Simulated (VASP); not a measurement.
A run of VASP 6.6.1:

File INCAR:

```
SYSTEM = Ir
  PREC = Accurate
  ENCUT = 500
  EDIFF = 1E-7
  ISMEAR = 0
  SIGMA = 0.1
  LREAL = .False.
  LASPH = .True.
  NELM = 120
  ALGO = Normal
  ISIF = 3
  LWAVE = .False.
  LCHARG = .False.
  GGA = PE
  IBRION = 2
  NSW = 80
  EDIFFG = -0.02
  GGA_COMPAT = .False.
  NELMIN = 4
```

Contents of KPOINTS:

```
regular mesh
0
Gamma
  14 14 14
  0 0 0
```

Contents of POSCAR:

```
Ir
1.0
    0.0000000000      2.6350000000      2.6350000000
    2.6350000000      0.0000000000      2.6350000000
    2.6350000000      2.6350000000      0.0000000000
Ir
2
Direct
    1.0000000000      1.0000000000      1.0000000000
    0.2500000000      0.2500000000      0.2500000000
```

Potentials or basis: VASP PAW PBE potentials, release 64 (Ir).

The run is started by

```bash
$ cat potpaw_PBE.64/Ir/POTCAR > POTCAR
$ mpirun -np 1 vasp_std > vasp.out
```

Hardware: 1 thread of Intel(R) Xeon(R) Platinum 8259CL CPU @ 2.50GHz (Skylake/Cascade Lake), on a shared host.

**Question.** Estimate the wall time of this run.

**Answer.** Run time: 3.3 min on 1 thread of Intel(R) Xeon(R) Platinum 8259CL CPU @ 2.50GHz (Skylake/Cascade Lake), with other jobs on the host, peak memory 0.2 GiB. Counts: scf iterations 53, k points 104, ion steps 5.
